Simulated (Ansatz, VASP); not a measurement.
One calculation of PbS, two programs

```
Pb S
1.0
     0.00000    2.92237    2.95791
     2.92237    0.00000    2.95791
     2.92237    2.92237    0.00000
Pb S
1 1
Direct
  0.00000 0.00000 0.00000
  0.50000 0.50000 0.50000
```

Change from the starting cell: strained cell.

Alike in both runs: functional PBEsol; k mesh 10 × 10 × 10; occupations gaussian, width 0.01 eV; no spin polarisation.

Ansatz relaxed the structure, and its values are those at the end. VASP's run is a single point on that final structure, the one shown.

|  | VASP | Ansatz |
| --- | --- | --- |
| version | VASP 6.6.1 | Ansatz 0.2.0 |
| potentials or method | VASP PAW PBE potentials, release 64 (Pb_d, S), cutoff 500 eV | scalar-relativistic, plane waves, PAW |
| valence electrons in the cell | 20 | 20 |

```csv
,VASP,Ansatz,Ansatz less VASP
gap on the k mesh at the Fermi level (eV),0.12,0.13,+0.002
least direct gap on the mesh (eV),0.12,0.13,+0.002
pressure (GPa),1.1,1.1,+0.06
```

VASP's potentials were made for PBE, not for PBEsol, and Ansatz warns of the same on its side. Ansatz's warnings: stress scf threshold loose.

Spin-orbit coupling is off throughout.
